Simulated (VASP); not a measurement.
A run of VASP 6.6.1 is set up as follows.

File INCAR:

```
PREC     = Accurate       # precision mode
ENCUT    = 520            # plane-wave cutoff, eV
EDIFF    = 1E-6           # SCF threshold, eV
ISMEAR   = -1             # smearing method
SIGMA    = 0.03           # smearing width, eV
LREAL    = F              # projectors in reciprocal space
LASPH    = T              # aspherical terms in the spheres
NELM     = 80             # most SCF steps
ALGO     = Normal         # electronic algorithm
ISIF     = 2              # what is computed and relaxed
LWAVE    = F              # write WAVECAR
LCHARG   = F              # write CHGCAR
GGA      = PE             # functional
NBANDS   = 26             # bands
```

The input KPOINTS:

```
Automatic mesh
0
Gamma
  8 8 5
```

The input POSCAR:

```
ZnS
1.0
    3.8872187572      0.0000000000      0.0000000000
   -1.9436093786      3.3664301938      0.0000000000
    0.0000000000      0.0000000000      6.2340000000
Zn S
2 2
Direct
    0.3333333333      0.6666666667      0.0000000000
    0.6666666667      0.3333333333      0.5000000000
    0.3333333333      0.6666666667      0.3850000000
    0.6666666667      0.3333333333      0.8850000000
```

Potentials or basis: VASP PAW PBE potentials, release 64 (Zn, S).

The run is started by

```console
$ cat potpaw_PBE.64/Zn/POTCAR potpaw_PBE.64/S/POTCAR > POTCAR
$ mpirun -np 1 vasp_std > vasp.out
```

Predict the band gap on the k mesh.

2.03 eV, direct.

Predict the pressure.

-0.5 GPa.

Estimate the largest force.

0.194 eV/Å.

Stress tensor (GPa, compression positive):
```
-0.77  0.00  0.00
 0.00 -0.77  0.00
 0.00  0.00 -0.01
```

Caveat: the cell differs from its parent crystal (equal xx and yy strain of +2 %).
